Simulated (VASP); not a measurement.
# HgTe (rocksalt type) (Fm-3m) in VASP: further runs

HgTe (rocksalt type) is run at these levels: LDA; tasks: single point.

Program: VASP 6.6.1. These are calculated values, not measurements. Logs are shortened: lines on timing, memory, paths and dates and some standing lists are left out, and cuts for length are marked.

**1. The cell of the first run**

The structure is cubic, space group Fm-3m (No. 225). The conventional cell has a = 5.697 Å, b = 5.697 Å, c = 5.697 Å, α = 90.00°, β = 90.00°, γ = 90.00°. Within 3.8 Å of Hg (site symmetry m-3m) lie 6 Te at 2.85 Å. Within 3.8 Å of Te (site symmetry m-3m) lie 6 Hg at 2.85 Å.

**2. Single point, LDA (volume scaled by 0.88)**

INCAR reads:

```
PREC = Accurate ; ENCUT = 520
EDIFF = 1E-7 ; ISMEAR = -1
SIGMA = 0.05 ; LREAL = False
LASPH = True ; NELM = 100
ALGO = Normal ; ISIF = 2
LWAVE = False ; LCHARG = False
GGA = CA ; NBANDS = 16
```

KPOINTS reads:

```
Automatic mesh
0
Gamma
  12 12 12
```

POSCAR reads:

```
HgTe
1.0
    0.0000000000      2.8483856431      2.8483856431
    2.8483856431      0.0000000000      2.8483856431
    2.8483856431      2.8483856431      0.0000000000
Hg Te
1 1
Direct
    0.0000000000      0.0000000000      0.0000000000
    0.5000000000      0.5000000000      0.5000000000
```

Potentials or basis: VASP PAW LDA potentials, release 64 (Hg, Te).

On the command line:

```sh
> cat potpaw_LDA.64/Hg/POTCAR potpaw_LDA.64/Te/POTCAR > POTCAR
> mpirun -np 1 vasp_std > vasp.out
```

OUTCAR:

```text
PREC = Accurate
   ENCUT = 520
   EDIFF = 1E-7
   ISMEAR = -1
   LREAL = False
   LASPH = True
   NELM = 100
   ISIF = 2
   GGA = CA

 ion  position               nearest neighbor table
   1  0.000  0.000  0.000-   2 2.85   2 2.85   2 2.85   2 2.85   2 2.85   2 2.85
   2  0.500  0.500  0.500-   1 2.85   1 2.85   1 2.85   1 2.85   1 2.85   1 2.85

  LATTYP: Found a face centered cubic cell.
 ALAT       =     5.6967712862

  Lattice vectors:

 A1 = (   0.0000000000,   2.8483856431,   2.8483856431)
 A2 = (   2.8483856431,   0.0000000000,   2.8483856431)
 A3 = (   2.8483856431,   2.8483856431,   0.0000000000)

Analysis of symmetry for initial positions (statically):
=====================================================================
 Subroutine PRICEL returns:
 Original cell was already a primitive cell.

 Routine SETGRP: Setting up the symmetry group for a
 face centered cubic supercell.

 Subroutine GETGRP returns: Found 48 space group operations
 (whereof 48 operations were pure point group operations)
 out of a pool of 48 trial point group operations.

The static configuration has the point symmetry O_h .

Analysis of symmetry for dynamics (positions and initial velocities):
=====================================================================
 Subroutine PRICEL returns:
 Original cell was already a primitive cell.

 Routine SETGRP: Setting up the symmetry group for a
 face centered cubic supercell.

 Subroutine GETGRP returns: Found 48 space group operations
 (whereof 48 operations were pure point group operations)
 out of a pool of 48 trial point group operations.

The dynamic configuration has the point symmetry O_h .

 Subroutine INISYM returns: Found 48 space group operations
 (whereof 48 operations are pure point group operations),
 and found     1 'primitive' translations

----------------------------------------------------------------------------------------

                                     Primitive cell

  volume of cell :      46.2196

  direct lattice vectors                    reciprocal lattice vectors
     0.000000000  2.848385643  2.848385643    -0.175538028  0.175538028  0.175538028
     2.848385643  0.000000000  2.848385643     0.175538028 -0.175538028  0.175538028
     2.848385643  2.848385643  0.000000000     0.175538028  0.175538028 -0.175538028

  length of vectors
     4.028225607  4.028225607  4.028225607     0.304040784  0.304040784  0.304040784

  position of ions in fractional coordinates (direct lattice)
[... 79 lines left out ...]
   EDIFF  = 0.1E-06   stopping-criterion for ELM
   LREAL  =      F    real-space projection
   EDIFFG = 0.1E-05   stopping-criterion for IOM
   NSW    =      0    number of steps for IOM
   IBRION =     -1    ionic relax: 0-MD 1-quasi-New 2-CG
   NFREE  =      0    steps in history (QN), initial steepest desc. (CG)
   ISIF   =      2    stress and relaxation
   ISYM   =      2    0-nonsym 1-usesym 2-fastsym
   POTIM  = 0.5000    time-step for ionic-motion
   TEBEG  =    0.0;   TEEND  =   0.0 temperature during run
   PSTRESS=    0.0 pullay stress
   NELECT =      18.0000    total number of electrons
   NUPDOWN=      -1.0000    fix difference up-down
   EMIN   =  10.00;   EMAX   =-10.00  energy-range for DOS
   EFERMI =   0.00;   METHOD = LEGACY
   ISMEAR =    -1;   SIGMA  =   0.05  broadening in eV -4-tet -1-fermi 0-gaus
   EFERMI_NEDOS =   21; number of points for ismear=-14 and -15
   IALGO  =     38    algorithm
   IMIX   =      4    mixing-type and parameters
     AMIX     =   0.40;   BMIX     =  1.00
     AMIX_MAG =   1.60;   BMIX_MAG =  1.00
  volume/ion in A,a.u.               =      23.11       155.95
  Fermi-wavevector in a.u.,A,eV,Ry     =   1.195520  2.259205 19.446376  1.429268
  Thomas-Fermi vector in A             =   2.331483
   LORBIT       =      0    0 simple, 1 ext, 2 COOP (PROOUT), +10 PAW based schemes
   GGA     = CA    functional components
   LHFCALC =     F    Hartree Fock is set to
   AEXX    =    0.0000 exact exchange contribution
   IVDW    =     0    specifies the selected vdW correction
   LEPSILON=     F    determine dielectric tensor
   LRPA    =     F    only Hartree local field effects (RPA)
 non-spin polarized calculation
  energy-cutoff  :      520.00
  volume of cell :       46.22
 maximum number of plane-waves:      1267
 NGX is ok and might be reduce to    30
   NGX = 15   NGY = 15   NGZ = 15

 number of electron      18.0000003 magnetization

 Free energy of the ion-electron system (eV)
  ---------------------------------------------------
  ext. energy  EPLUGINS =         0.00000000
  ---------------------------------------------------
  free energy    TOTEN  =        -4.68469330 eV

  energy without entropy =       -4.67470940  energy(sigma->0) =       -4.67970135

 E-fermi :   6.7809     XC(G=0): -11.1176

 val. band max:        6.7776401134   @ k =   0.4167   0.0833   0.0000
 cond. band min:       6.7962509214   @ k =   0.0000   0.0000   0.0000
 fundamental gap:      0.0186108081
 Fermi energy:         6.7809062527

 k-point     1 :       0.0000    0.0000    0.0000
  band No.  band energies     occupation
      1      -6.9341      2.00000
      2      -0.8275      2.00000
      3      -0.8275      2.00000
      4      -0.7617      2.00000
      5      -0.7617      2.00000
      6      -0.7617      2.00000
[... 433 lines left out ...]
      3      -1.3248      2.00000
      4      -1.0880      2.00000
      5      -0.4695      2.00000
      6      -0.4193      2.00000
[... 8 lines left out ...]
     15      17.2496      0.00000
     16      18.1601      0.00000

 [... further k-points ...]

------------------------ aborting loop because EDIFF is reached ----------------------------------------

  FORCE on cell =-STRESS in cart. coord.  units (eV):
  Direction    XX          YY          ZZ          XY          YZ          ZX
  --------------------------------------------------------------------------------------
  -------------------------------------------------------------------------------------
  Total        3.6100338      3.6100338      3.6100338      0.0000000      0.0000000     -0.0000000
  in kB      125.1398110    125.1398110    125.1398110      0.0000000      0.0000000     -0.0000000
  external PRESSURE =     125.1398110 kB  Pullay stress =       0.0000000 kB

 VOLUME and BASIS-vectors are now :
 -----------------------------------------------------------------------------
  energy-cutoff  :      520.00
  volume of cell :       46.22
      direct lattice vectors                 reciprocal lattice vectors
     0.000000000  2.848385643  2.848385643    -0.175538028  0.175538028  0.175538028
     2.848385643  0.000000000  2.848385643     0.175538028 -0.175538028  0.175538028
     2.848385643  2.848385643  0.000000000     0.175538028  0.175538028 -0.175538028

 POSITION                                       TOTAL-FORCE (eV/Angst)
 -----------------------------------------------------------------------------------
      0.00000      0.00000      0.00000         0.000000      0.000000      0.000000
      2.84839      2.84839      2.84839        -0.000000     -0.000000     -0.000000
 -----------------------------------------------------------------------------------
    total drift:                               -0.000000      0.000000      0.000000

  FREE ENERGIE OF THE ION-ELECTRON SYSTEM (eV)
  ---------------------------------------------------
  free  energy   TOTEN  =        -4.6846932994 eV

  energy  without entropy=       -4.6747094027  energy(sigma->0) =       -4.67970135
```

Run time: 30 s. Hardware: 1 thread of Intel Xeon 6975P-C (Granite Rapids), shared host; peak memory 0.19 GiB.

Results:

```
Free energy            : -4.6847 eV
Pressure               : 12.5 GPa
Band gap on the k mesh : zero (band 9 reaches 7.36 eV, above the bottom of band 10 at 3.74 eV)
```

Levels at points of the mesh, in eV from the Fermi level:
| k point | band 5 | band 6 | band 7 | band 8 | band 9 | band 10 | band 11 | band 12 | band 13 | band 14 |
| --- | --- | --- | --- | --- | --- | --- | --- | --- | --- | --- |
| (0.00, 0.00, 0.00) | -7.54 | -7.54 | -1.01 | -1.01 | -1.01 | 0.02 | 7.55 | 7.81 | 7.81 | 7.81 |
| (0.50, 0.00, 0.00) | -7.25 | -7.25 | -6.39 | 0.58 | 0.58 | 2.32 | 3.62 | 3.62 | 4.75 | 11.13 |
| (0.50, 0.50, 0.00) | -7.12 | -6.10 | -5.76 | -3.15 | -3.15 | -3.04 | 4.56 | 10.29 | 10.29 | 10.96 |

Caveat: spin-orbit coupling is left out, which moves the levels of the heavy elements.

**3. Single point, LDA (volume scaled by 0.94)**

INCAR reads:

```
  PREC = Accurate
  ENCUT = 520
  EDIFF = 1E-7
  ISMEAR = -1
  SIGMA = 0.05
  LREAL = F
  LASPH = T
  NELM = 100
  ALGO = Normal
  ISIF = 2
  LWAVE = F
  LCHARG = T
  LELF = T
  LVHAR = T
  NBANDS = 16
```

KPOINTS reads:

```
regular mesh
0
Gamma
  12 12 12
```

POSCAR reads:

```
HgTe
1.0
    0.0000000000      2.9117037240      2.9117037240
    2.9117037240      0.0000000000      2.9117037240
    2.9117037240      2.9117037240      0.0000000000
Hg Te
1 1
Direct
    0.0000000000      0.0000000000      0.0000000000
    0.5000000000      0.5000000000      0.5000000000
```

Potentials or basis: VASP PAW LDA potentials, release 64 (Hg, Te).

On the command line:

```sh
> cat potpaw_LDA.64/Hg/POTCAR potpaw_LDA.64/Te/POTCAR > POTCAR
> mpirun -np 1 vasp_std > vasp.out
```

Wall time 19 s (1 thread of Intel Xeon 6975P-C (Granite Rapids), shared host); peak memory 0.19 GiB.

It converged, with:

| Property | Result |
| --- | --- |
| Free energy | -4.8574 eV |
| Pressure | 5.4 GPa |
| Band gap on the k mesh | zero (band 9 reaches 6.36 eV, above the bottom of band 10 at 3.05 eV) |

Levels at points of the mesh, in eV from the Fermi level:
```tsv
k point	band 7	band 8	band 9	band 10	band 11	band 12
(0.00, 0.00, 0.00)	-0.89	-0.89	-0.89	-0.38	7.75	7.75
(0.50, 0.00, 0.00)	-6.09	0.48	0.48	2.41	3.73	3.73
(0.50, 0.50, 0.00)	-5.24	-2.97	-2.83	-2.83	4.65	9.89
```

Caveat: spin-orbit coupling is left out, which moves the levels of the heavy elements.
